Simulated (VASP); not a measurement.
# Ir: single point with PBE

Ir:

```xyz
1
Lattice="0.0000 1.9197 2.2077 1.9197 0.0000 2.2077 1.9197 1.9197 0.0000" Properties=species:S:1:pos:R:3 pbc="T T T"
Ir    0.0000    0.0000    0.0000
```

This cell differs from its parent crystal: strain +0.1500 x Voigt [0, 0, 1, 0, 0, 0].

```
Program                : VASP 6.6.1
Task                   : single point
Functional             : PBE
Potentials or basis    : VASP PAW PBE potentials, release 64 (Ir)
Cutoff                 : 520 eV
k mesh                 : 22 × 22 × 22
Occupations            : gaussian, width 0.15 eV
Spin                   : no spin polarisation
Dipole correction      : no
Further INCAR settings : ALGO = Fast; EDIFF = 1e-06; NBANDS = 10
```

* Pressure: -25.7 GPa
* Band gap on the k mesh: zero (an odd number of electrons rules out a gap without spin polarisation)

Stress tensor (GPa, compression positive):
```
-14.98   0.00   0.00
  0.00 -14.98   0.00
  0.00   0.00 -47.19
```

Levels at points of the mesh, in eV from the Fermi level:
```csv
k point,band 2,band 3,band 4,band 5,band 6,band 7
"(0.00, 0.00, 0.00)",-4.10,-2.43,-2.43,-2.07,0.00,14.86
"(0.50, 0.00, 0.00)",-3.89,-2.37,-0.28,0.40,0.97,6.19
"(0.50, 0.50, 0.00)",-5.92,0.26,0.90,1.04,1.04,6.63
"(0.50, 0.00, 0.50)",-5.78,0.33,0.41,2.01,2.75,10.07
```

Run time: 110 s on 1 thread of Intel Xeon 8259CL, on a shared host, peak memory 0.26 GiB.

Caveat: the cell differs from its parent crystal (strain +0.1500 x Voigt [0, 0, 1, 0, 0, 0]); the stress differs along the axes, from -47 to -15 GPa; spin-orbit coupling is left out, which moves the levels of the heavy elements.
